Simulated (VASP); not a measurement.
TiO2:

```xyz
3
Lattice="3.0700 0.0000 0.0000 -1.5350 2.6587 0.0000 0.0000 0.0000 3.3770" Properties=species:S:1:pos:R:3 pbc="T T T"
Ti    0.0000    0.0000    0.0000
O     0.0000    1.7725    1.6885
O     1.5350    0.8862    1.6885
```

```yaml
Program: VASP 6.6.1
Task: relaxation of cell and atoms
Functional: LDA
Potentials_or_basis: VASP PAW LDA potentials, release 64 (Ti_sv, O)
Cutoff: 600 eV
k_mesh: 8 × 8 × 7
Occupations: methfessel-paxton, width 0.02 eV
Spin: no spin polarisation
```

At the start: pressure 16.1 GPa; volume 9.19 Å³/atom.

Question: Where does the relaxation end?

Answer: Over 10 steps the energy falls by 1377.2 meV/atom and the volume is 8.30 Å³/atom (-9.6 %); space group P6/mmm (No. 191, to 0.05 Å).

Step by step:
```tsv
step	energy change (eV)	largest force (eV/Å)	pressure (GPa)	volume (Å³)
1	0.0000	0.0000	16.06	27.56
2	-3.3337	0.0000	-30.83	30.35
3	-3.3754	0.0000	-32.10	30.44
4	-3.2438	0.0000	20.98	23.26
5	-3.9523	0.0000	-17.60	26.84
6	-4.0259	0.0000	17.86	23.55
7	-4.1316	0.0000	0.12	24.89
8	-4.1315	0.0000	0.52	24.86
9	-4.1316	0.0000	-0.32	24.94
10	-4.1316	0.0000	-0.01	24.91
```

Final structure:
```
Ti O
1.0
     3.40070    0.00000    0.00000
    -1.70035    2.94509    0.00000
     0.00000    0.00000    2.48679
Ti O
1 2
Direct
  0.00000 0.00000 0.00000
  0.33333 0.66667 0.50000
  0.66667 0.33333 0.50000
```
